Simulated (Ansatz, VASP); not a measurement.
Mo in VASP and in Ansatz

Contents of POSCAR:

```
Mo
1.0
   -1.5710000000      1.5710000000      1.6181300000
    1.5710000000     -1.5710000000      1.6181300000
    1.5710000000      1.5710000000     -1.6181300000
Mo
1
Direct
    0.0000000000      0.0000000000      0.0000000000
```

File INCAR.step1:

```
SYSTEM = Mo
PREC = Accurate
ENCUT = 520
ISMEAR = 0
SIGMA = 0.15
LREAL = .FALSE.
LASPH = .TRUE.
NELM = 80
NBANDS = 13
GGA = PE
ALGO = Normal
EDIFF = 1E-4
LWAVE = .TRUE.
LCHARG = .FALSE.
```

File INCAR.step2:

```
SYSTEM = Mo
PREC = Accurate
ENCUT = 520
EDIFF = 1E-7
ISMEAR = 0
SIGMA = 0.15
LREAL = .FALSE.
LASPH = .TRUE.
NELM = 80
ALGO = Normal
ISIF = 2
LWAVE = .FALSE.
LCHARG = .FALSE.
METAGGA = R2SCAN
LMIXTAU = .TRUE.
NBANDS = 13
ISTART = 1
```

File KPOINTS:

```
Automatic mesh
0
G
  22 22 22
  0 0 0
```

Input for Ansatz:

```yaml
crystal:
  lattice:
    - [-1.571, 1.571, 1.61813]
    - [1.571, -1.571, 1.61813]
    - [1.571, 1.571, -1.61813]
  atoms:
    - { symbol: Mo, position: [0.0, 0.0, 0.0] }
basis:
  ecutwfc: 500
kpoints:
  mp_grid: { grid: [22, 22, 22] }
hamiltonian:
  xc: r2scan
scf:
  occupations: { method: gaussian, width: 0.15 }
output:
  forces: true
  stress: true
  eigenvalues: true
```

Change from the starting cell: strain +0.000 along x and y, +0.030 along z, atoms carried along.

Alike in both runs: task single point; functional r2SCAN; k mesh 22 × 22 × 22; occupations gaussian, width 0.15 eV; no spin polarisation.

|  | VASP | Ansatz |
| --- | --- | --- |
| version | VASP 6.6.1 | Ansatz 0.2.0 |
| potentials or method | VASP PAW PBE potentials, release 64 (Mo_sv), cutoff 520 eV | scalar-relativistic, plane waves, PAW |
| valence electrons in the cell | 14 | 14 |

VASP gave:

```
gap on the k mesh at the Fermi level (eV)                     : none
pressure (GPa)                                                : -4.3
traceless stress, the component that is largest in VASP (GPa) : -6.03
```

Problem. Estimate Ansatz's values.

Solution. gap on the k mesh at the Fermi level (eV): none; pressure (GPa): -5.4; traceless stress, the component that is largest in VASP (GPa): -6.03.

VASP's potentials were made for PBE, not for r2SCAN. A gap of «none» marks a metal or a gap that the smearing closes.
